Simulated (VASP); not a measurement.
Set up this calculation in VASP 6.6.1, as the native input.

| Quantity | Value |
| --- | --- |
| Task | single point |
| Functional | PBEsol |
| Potentials or basis | VASP PAW PBE potentials, release 64 (Pb_d, O) |
| Cutoff | 520 eV |
| k mesh | 4 × 4 × 4 |
| Occupations | gaussian, width 0.05 eV |
| Spin | no spin polarisation |
| Dipole correction | no |
| Further INCAR settings | ALGO = Normal; EDIFF = 1e-07; NBANDS = 43 |

The structure of Pb2O lies in POSCAR:

```
Pb2O
1.0
    5.3800003225      0.0000000000      0.0000000000
    0.0000000000      5.3800003225      0.0000000000
    0.0000000000      0.0000000000      5.3800003225
Pb O
4 2
Direct
    0.2500000000      0.2500000000      0.2500000000
    0.7500000000      0.7500000000      0.2500000000
    0.2500000000      0.7500000000      0.7500000000
    0.7500000000      0.2500000000      0.7500000000
    0.0000000000      0.0000000000      0.0000000000
    0.5000000000      0.5000000000      0.5000000000
```

One way to write it, as run:

INCAR

```
PREC     = Accurate       # precision mode
ENCUT    = 520            # plane-wave cutoff, eV
EDIFF    = 1E-7           # SCF threshold, eV
ISMEAR   = 0              # smearing method
SIGMA    = 0.05           # smearing width, eV
LREAL    = False          # projectors in reciprocal space
LASPH    = True           # aspherical terms in the spheres
NELM     = 60             # most SCF steps
ALGO     = Normal         # electronic algorithm
ISIF     = 2              # what is computed and relaxed
LWAVE    = False          # write WAVECAR
LCHARG   = False          # write CHGCAR
GGA      = PS             # functional
NBANDS   = 43             # bands
```

KPOINTS

```
Automatic mesh
0
Gamma
  4 4 4
```

Potentials or basis: VASP PAW PBE potentials, release 64 (Pb_d, O).

Launch:

```console
$ cat potpaw_PBE.64/Pb_d/POTCAR potpaw_PBE.64/O/POTCAR > POTCAR
$ mpirun -np 1 vasp_std > vasp.out
```

Results of the run:

- Pressure: -0.2 GPa
- Band gap on the k mesh: zero (bands 34 and 35 overlap by 0.73 eV)

Caveat: semilocal functionals underestimate gaps, so a narrow gap can read as zero; the PAW data sets were made with another functional, which shifts forces and pressure a little; spin-orbit coupling is left out, which moves the levels of the heavy elements.

Wall time 69 s on 1 thread of Intel(R) Xeon(R) Platinum 8488C (Sapphire Rapids) (shared host), peak memory 0.26 GiB.
